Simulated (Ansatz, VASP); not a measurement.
## Two plane-wave programs on GaCo

```
Ga Co
1.0
    -1.38155   -2.60315    3.65564
    -1.38155    2.60315    3.65564
    -5.52619    0.00000    0.00000
Ga Co
4 4
Direct
  0.79067 0.79067 0.60466
  0.79067 0.79067 0.10466
  0.20933 0.20933 0.89534
  0.20933 0.20933 0.39534
  0.26562 0.73438 0.75000
  0.26562 0.73438 0.25000
  0.73438 0.26562 0.75000
  0.73438 0.26562 0.25000
```

Alike in both runs: task single point; functional PBE; k mesh 6 × 6 × 4; occupations gaussian, width 0.2 eV; no spin polarisation.

|  | VASP | Ansatz |
| --- | --- | --- |
| version | VASP 6.6.1 | Ansatz 0.2.0 |
| potentials or method | VASP PAW PBE potentials, release 64 (Ga_d, Co), cutoff 520 eV | scalar-relativistic, plane waves, PAW |
| valence electrons in the cell | 88 | 120 |

Ansatz gave:

* gap on the k mesh at the Fermi level (eV): none
* pressure (GPa): 0.2
* traceless stress, the component that is largest in VASP (GPa): 0.27
* rms of the force components (eV/Å): 0.008

Problem. Which values does VASP return?

Solution. gap on the k mesh at the Fermi level (eV): none; pressure (GPa): 0.3; traceless stress, the component that is largest in VASP (GPa): 0.27; rms of the force components (eV/Å): 0.013.

Atom by atom the forces differ by 0.006 eV/Å (rms over components). A gap of «none» marks a metal or a gap that the smearing closes. VASP's potentials hold 88 valence electrons a cell and Ansatz's 120, so a difference there can come from the potentials and not from the codes.
